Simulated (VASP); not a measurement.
# TaSi4W (P4/nmm) in VASP: single point with PBE

Aim: the single point of TaSi4W with PBE.

Everything below comes from runs of VASP 6.6.1. Logs are shortened: lines on timing, memory, paths and dates and some standing lists are left out, and cuts for length are marked.

## (1) The cell of the first run

The structure is tetragonal, space group P4/nmm (No. 129). The conventional cell has a = 3.252 Å, b = 3.252 Å, c = 16.098 Å, α = 90.00°, β = 90.00°, γ = 90.00°. Within 3.5 Å of Ta (site symmetry 4mm) lie 10 Si at 2.68 to 2.72 Å and 4 Ta at 3.25 Å. Within 3.5 Å of Si (site symmetry 4mm) lie 9 Si at 2.65 to 3.25 Å and 5 Ta at 2.69 to 2.72 Å. Within 3.5 Å of Si (site symmetry 4mm) lie 9 Si at 2.66 to 3.25 Å and 1 W at 2.66 Å and 4 Ta at 2.68 Å. Si (site symmetry 4mm) has 9 Si at 2.62 to 3.25 Å and 4 W at 2.65 Å and 1 Ta at 2.71 Å within 3.5 Å. Within 3.5 Å of Si (site symmetry 4mm) lie 9 Si at 2.62 to 3.25 Å and 5 W at 2.63 to 2.64 Å. Within 3.5 Å of W (site symmetry 4mm) lie 10 Si at 2.63 to 2.66 Å and 4 W at 3.25 Å.

## (2) Single point, PBE

The input, INCAR:

```
SYSTEM = TaSi4W
PREC = Accurate
ENCUT = 520
EDIFF = 1E-6
ISMEAR = 0
SIGMA = 0.1
LREAL = .False.
LASPH = .True.
NELM = 100
ALGO = Normal
ISIF = 2
LWAVE = .False.
LCHARG = .False.
GGA = PE
NBANDS = 53
```

The input, KPOINTS:

```
Automatic mesh
0
Gamma
  10 10 2
  0 0 0
```

The input, POSCAR:

```
TaSi4W
1.0
    3.2518830997      0.0000000000      0.0000000000
    0.0000000000      3.2518830997      0.0000000000
    0.0000000000      0.0000000000     16.0981017464
Ta Si W
2 8 2
Direct
    0.0000000000      0.5000000000      0.8721581089
    0.5000000000      0.0000000000      0.1278418911
    0.5000000000      0.0000000000      0.9588530707
    0.5000000000      0.0000000000      0.7871386489
    0.0000000000      0.5000000000      0.0411469293
    0.0000000000      0.5000000000      0.2128613511
    0.0000000000      0.5000000000      0.7040852011
    0.0000000000      0.5000000000      0.5413604488
    0.5000000000      0.0000000000      0.2959147989
    0.5000000000      0.0000000000      0.4586395512
    0.5000000000      0.0000000000      0.6218642206
    0.0000000000      0.5000000000      0.3781357794
```

Potentials or basis: VASP PAW PBE potentials, release 64 (Ta_pv, Si, W_sv).

Started as:

```sh
$ cat potpaw_PBE.64/Ta_pv/POTCAR potpaw_PBE.64/Si/POTCAR potpaw_PBE.64/W_sv/POTCAR > POTCAR
$ mpirun -np 1 vasp_std > vasp.out
```

OUTCAR:

```text
SYSTEM = TaSi4W
   PREC = Accurate
   ENCUT = 520
   EDIFF = 1E-6
   ISMEAR = 0
   LREAL = .False.
   LASPH = .True.
   NELM = 100
   ISIF = 2
   GGA = PE

 ion  position               nearest neighbor table
   1  0.000  0.500  0.872-   4 2.68   4 2.68   4 2.68   4 2.68   3 2.69   3 2.69   3 2.69   3 2.69
                             7 2.71   5 2.72
   2  0.500  0.000  0.128-   6 2.68   6 2.68   6 2.68   6 2.68   5 2.69   5 2.69   5 2.69   5 2.69
                             9 2.71   3 2.72
   3  0.500  0.000  0.959-   5 2.65   5 2.65   5 2.65   5 2.65   1 2.69   1 2.69   1 2.69   1 2.69
                             2 2.72   4 2.76
   4  0.500  0.000  0.787-   7 2.66   7 2.66   7 2.66   7 2.66  11 2.66   1 2.68   1 2.68   1 2.68
                             1 2.68   3 2.76
   5  0.000  0.500  0.041-   3 2.65   3 2.65   3 2.65   3 2.65   2 2.69   2 2.69   2 2.69   2 2.69
                             1 2.72   6 2.76
   6  0.000  0.500  0.213-   9 2.66   9 2.66   9 2.66   9 2.66  12 2.66   2 2.68   2 2.68   2 2.68
                             2 2.68   5 2.76
   7  0.000  0.500  0.704-   8 2.62  11 2.65  11 2.65  11 2.65  11 2.65   4 2.66   4 2.66   4 2.66
                             4 2.66   1 2.71
   8  0.000  0.500  0.541-   7 2.62  12 2.63  11 2.64  11 2.64  11 2.64  11 2.64  10 2.66  10 2.66
                            10 2.66  10 2.66
   9  0.500  0.000  0.296-  10 2.62  12 2.65  12 2.65  12 2.65  12 2.65   6 2.66   6 2.66   6 2.66
                             6 2.66   2 2.71
  10  0.500  0.000  0.459-   9 2.62  11 2.63  12 2.64  12 2.64  12 2.64  12 2.64   8 2.66   8 2.66
                             8 2.66   8 2.66
  11  0.500  0.000  0.622-  10 2.63   8 2.64   8 2.64   8 2.64   8 2.64   7 2.65   7 2.65   7 2.65
                             7 2.65   4 2.66
  12  0.000  0.500  0.378-   8 2.63  10 2.64  10 2.64  10 2.64  10 2.64   9 2.65   9 2.65   9 2.65
                             9 2.65   6 2.66

  LATTYP: Found a simple tetragonal cell.
 ALAT       =     3.2518830997
 C/A-ratio  =     4.9503937420

  Lattice vectors:

 A1 = (   3.2518830997,   0.0000000000,   0.0000000000)
 A2 = (   0.0000000000,   3.2518830997,   0.0000000000)
 A3 = (   0.0000000000,   0.0000000000,  16.0981017464)

Analysis of symmetry for initial positions (statically):
=====================================================================
 Subroutine PRICEL returns:
 Original cell was already a primitive cell.

 Routine SETGRP: Setting up the symmetry group for a
 simple tetragonal supercell.

 Subroutine GETGRP returns: Found 16 space group operations
 (whereof  8 operations were pure point group operations)
 out of a pool of 16 trial point group operations.

The static configuration has the point symmetry D_2d.
 The point group associated with its full space group is D_4h.

Analysis of symmetry for dynamics (positions and initial velocities):
=====================================================================
 Subroutine PRICEL returns:
 Original cell was already a primitive cell.

 Routine SETGRP: Setting up the symmetry group for a
 simple tetragonal supercell.

 Subroutine GETGRP returns: Found 16 space group operations
 (whereof  8 operations were pure point group operations)
 out of a pool of 16 trial point group operations.

The dynamic configuration has the point symmetry D_2d.
 The point group associated with its full space group is D_4h.

 Subroutine INISYM returns: Found 16 space group operations
 (whereof  8 operations are pure point group operations),
 and found     1 'primitive' translations

----------------------------------------------------------------------------------------

                                     Primitive cell

  volume of cell :     170.2333

  direct lattice vectors                    reciprocal lattice vectors
     3.251883100  0.000000000  0.000000000     0.307514129  0.000000000  0.000000000
     0.000000000  3.251883100  0.000000000     0.000000000  0.307514129  0.000000000
     0.000000000  0.000000000 16.098101746     0.000000000  0.000000000  0.062119125

  length of vectors
[... 32 lines left out ...]

 KPOINTS: Automatic mesh

Automatic generation of k-mesh.
 Grid dimensions read from file:
 generate k-points for:   10   10    2

 Generating k-lattice:

  Cartesian coordinates                     Fractional coordinates (reciprocal lattice)
     0.030751413  0.000000000  0.000000000     0.100000000  0.000000000  0.000000000
     0.000000000  0.030751413  0.000000000     0.000000000  0.100000000  0.000000000
     0.000000000  0.000000000  0.031059563     0.000000000  0.000000000  0.500000000

  Length of vectors
     0.030751413  0.030751413  0.031059563

  Shift w.r.t. Gamma in fractional coordinates (k-lattice)
     0.000000000  0.000000000  0.000000000

 Subroutine IBZKPT returns following result:
 ===========================================

 Found     42 irreducible k-points:

 Following reciprocal coordinates:
            Coordinates               Weight
  0.000000  0.000000  0.000000      1.000000
  0.100000  0.000000  0.000000      4.000000
  0.200000  0.000000  0.000000      4.000000
  0.300000  0.000000  0.000000      4.000000
  0.400000  0.000000  0.000000      4.000000
  0.500000  0.000000  0.000000      2.000000
[... 16 lines left out ...]
  0.100000  0.000000  0.500000      4.000000
  0.200000  0.000000  0.500000      4.000000
 [... further k-points ...]
   k-points           NKPTS =     42   k-points in BZ     NKDIM =     42   number of bands    NBANDS=     53
   number of dos      NEDOS =    301   number of ions     NIONS =     12
   total plane-waves  NPLWV =  69120
   dimension x,y,z NGX =    24 NGY =   24 NGZ =  120
   dimension x,y,z NGXF=    48 NGYF=   48 NGZF=  240
   ions per type =               2   8   2
   NGX,Y,Z   is equivalent  to a cutoff of  12.27, 12.27, 12.39 a.u.
   NGXF,Y,Z  is equivalent  to a cutoff of  24.54, 24.54, 24.78 a.u.
 SYSTEM =  TaSi4W
   PREC   = accura    normal or accurate (medium, high low for compatibility)
   ISTART =      0    job   : 0-new  1-cont  2-samecut
   ICHARG =      2    charge: 1-file 2-atom 10-const
   ISPIN  =      1    spin polarized calculation?
   LNONCOLLINEAR =      F non collinear calculations
   LSORBIT =      F    spin-orbit coupling
   LASPH  =      T    aspherical Exc in radial PAW
   ENCUT  =  520.0 eV  38.22 Ry    6.18 a.u.   6.05  6.05 29.93*2*pi/ulx,y,z
   NELM   =    100;   NELMIN=  2; NELMDL= -5     # of ELM steps
   EDIFF  = 0.1E-05   stopping-criterion for ELM
   LREAL  =      F    real-space projection
   EDIFFG = 0.1E-04   stopping-criterion for IOM
   NSW    =      0    number of steps for IOM
   IBRION =     -1    ionic relax: 0-MD 1-quasi-New 2-CG
   NFREE  =      0    steps in history (QN), initial steepest desc. (CG)
   ISIF   =      2    stress and relaxation
   ISYM   =      2    0-nonsym 1-usesym 2-fastsym
   POTIM  = 0.5000    time-step for ionic-motion
   TEBEG  =    0.0;   TEEND  =   0.0 temperature during run
   PSTRESS=    0.0 pullay stress
   NELECT =      82.0000    total number of electrons
   NUPDOWN=      -1.0000    fix difference up-down
   EMIN   =  10.00;   EMAX   =-10.00  energy-range for DOS
   EFERMI =   0.00;   METHOD = LEGACY
   ISMEAR =     0;   SIGMA  =   0.10  broadening in eV -4-tet -1-fermi 0-gaus
   EFERMI_NEDOS =   21; number of points for ismear=-14 and -15
   IALGO  =     38    algorithm
   IMIX   =      4    mixing-type and parameters
     AMIX     =   0.40;   BMIX     =  1.00
     AMIX_MAG =   1.60;   BMIX_MAG =  1.00
  volume/ion in A,a.u.               =      14.19        95.73
  Fermi-wavevector in a.u.,A,eV,Ry     =   1.283309  2.425103 22.407193  1.646882
  Thomas-Fermi vector in A             =   2.415569
   LORBIT       =      0    0 simple, 1 ext, 2 COOP (PROOUT), +10 PAW based schemes
   GGA     = PE    functional components
   LHFCALC =     F    Hartree Fock is set to
   AEXX    =    0.0000 exact exchange contribution
   IVDW    =     0    specifies the selected vdW correction
   LEPSILON=     F    determine dielectric tensor
   LRPA    =     F    only Hartree local field effects (RPA)
 non-spin polarized calculation
 Gauss-broadening in eV      SIGMA  =   0.10
  energy-cutoff  :      520.00
  volume of cell :      170.23
 maximum number of plane-waves:      4628
   NGX = 13   NGY = 13   NGZ = 59

 number of electron      82.0000013 magnetization

 Free energy of the ion-electron system (eV)
  ---------------------------------------------------
  ext. energy  EPLUGINS =         0.00000000
  ---------------------------------------------------
  free energy    TOTEN  =       -97.41588264 eV

  energy without entropy =      -97.40250086  energy(sigma->0) =      -97.40919175

 E-fermi :  10.0838     XC(G=0): -12.2322

 val. band max:       10.0586319378   @ k =   0.1000   0.1000   0.5000
 cond. band min:      10.0961175376   @ k =   0.1000   0.0000   0.0000
 fundamental gap:      0.0374855998
 Fermi energy:        10.0837925044

 k-point     1 :       0.0000    0.0000    0.0000
  band No.  band energies     occupation
      1     -63.6644      2.00000
      2     -63.6644      2.00000
      3     -27.8885      2.00000
      4     -27.8885      2.00000
      5     -27.8879      2.00000
      6     -27.8879      2.00000
[... 1333 lines left out ...]
     52      14.0893      0.00000
     53      14.5772      0.00000

 [... further k-points ...]

------------------------ aborting loop because EDIFF is reached ----------------------------------------

  FORCE on cell =-STRESS in cart. coord.  units (eV):
  Direction    XX          YY          ZZ          XY          YZ          ZX
  --------------------------------------------------------------------------------------
  -------------------------------------------------------------------------------------
  Total        0.1140595      0.1140595      0.0539493      0.0000000      0.0000000      0.0000000
  in kB        1.0734885      1.0734885      0.5077522      0.0000000      0.0000000      0.0000000
  external PRESSURE =       0.8849097 kB  Pullay stress =       0.0000000 kB

 VOLUME and BASIS-vectors are now :
 -----------------------------------------------------------------------------
  energy-cutoff  :      520.00
  volume of cell :      170.23
      direct lattice vectors                 reciprocal lattice vectors
     3.251883100  0.000000000  0.000000000     0.307514129  0.000000000  0.000000000
     0.000000000  3.251883100  0.000000000     0.000000000  0.307514129  0.000000000
     0.000000000  0.000000000 16.098101746     0.000000000  0.000000000  0.062119125

 POSITION                                       TOTAL-FORCE (eV/Angst)
 -----------------------------------------------------------------------------------
      0.00000      1.62594     14.04009         0.000000      0.000000     -0.000843
      1.62594      0.00000      2.05801        -0.000000      0.000000      0.000843
      1.62594      0.00000     15.43571         0.000000      0.000000      0.001544
      1.62594      0.00000     12.67144         0.000000      0.000000     -0.004280
      0.00000      1.62594      0.66239        -0.000000      0.000000     -0.001544
      0.00000      1.62594      3.42666        -0.000000      0.000000      0.004280
      0.00000      1.62594     11.33444         0.000000      0.000000      0.003896
      0.00000      1.62594      8.71488         0.000000      0.000000     -0.004574
      1.62594      0.00000      4.76367        -0.000000      0.000000     -0.003896
      1.62594      0.00000      7.38323        -0.000000     -0.000000      0.004574
      1.62594      0.00000     10.01083         0.000000      0.000000      0.000966
      0.00000      1.62594      6.08727        -0.000000      0.000000     -0.000966
 -----------------------------------------------------------------------------------
    total drift:                                0.000000      0.000000      0.000000

  FREE ENERGIE OF THE ION-ELECTRON SYSTEM (eV)
  ---------------------------------------------------
  free  energy   TOTEN  =       -97.4158826422 eV

  energy  without entropy=      -97.4025008629  energy(sigma->0) =      -97.40919175
```

It took 5.2 min on 1 thread of AMD EPYC 7R13 (Zen 3), shared host; peak memory 0.42 GiB.

Results:

| Property | Result |
| --- | --- |
| Free energy | -97.4159 eV |
| Pressure | 0.1 GPa |
| Largest force | 0.005 eV/Å |
| Band gap on the k mesh | zero (bands 41 and 42 overlap by 2.39 eV) |

Forces on the atoms (eV/Å):
```
Ta   0.000  0.000 -0.001
Ta   0.000  0.000  0.001
Si   0.000  0.000  0.002
Si   0.000  0.000 -0.004
Si   0.000  0.000 -0.002
Si   0.000  0.000  0.004
Si   0.000  0.000  0.004
Si   0.000  0.000 -0.005
Si   0.000  0.000 -0.004
Si   0.000  0.000  0.005
W    0.000  0.000  0.001
W    0.000  0.000 -0.001
```

Levels at points of the mesh, in eV from the Fermi level:
| k point | band 39 | band 40 | band 41 | band 42 | band 43 | band 44 |
| --- | --- | --- | --- | --- | --- | --- |
| (0.00, 0.00, 0.00) | 0.31 | 0.31 | 0.82 | 0.91 | 1.71 | 1.72 |
| (0.50, 0.00, 0.00) | -0.27 | -0.27 | 0.88 | 0.88 | 2.57 | 2.57 |
| (0.50, 0.50, 0.00) | -1.76 | -1.76 | -0.98 | -0.98 | 0.35 | 0.35 |
| (0.00, 0.00, 0.50) | 0.82 | 0.91 | 0.92 | 0.92 | 1.23 | 1.23 |
| (0.50, 0.00, 0.50) | -0.25 | -0.25 | 0.85 | 0.85 | 2.68 | 2.68 |
| (0.50, 0.50, 0.50) | -1.47 | -1.47 | -1.03 | -1.03 | 1.30 | 1.30 |

Caveat: spin-orbit coupling is left out, which moves the levels of the heavy elements.

The gap in the log of VASP goes by the Fermi energy; the results here count the filled bands.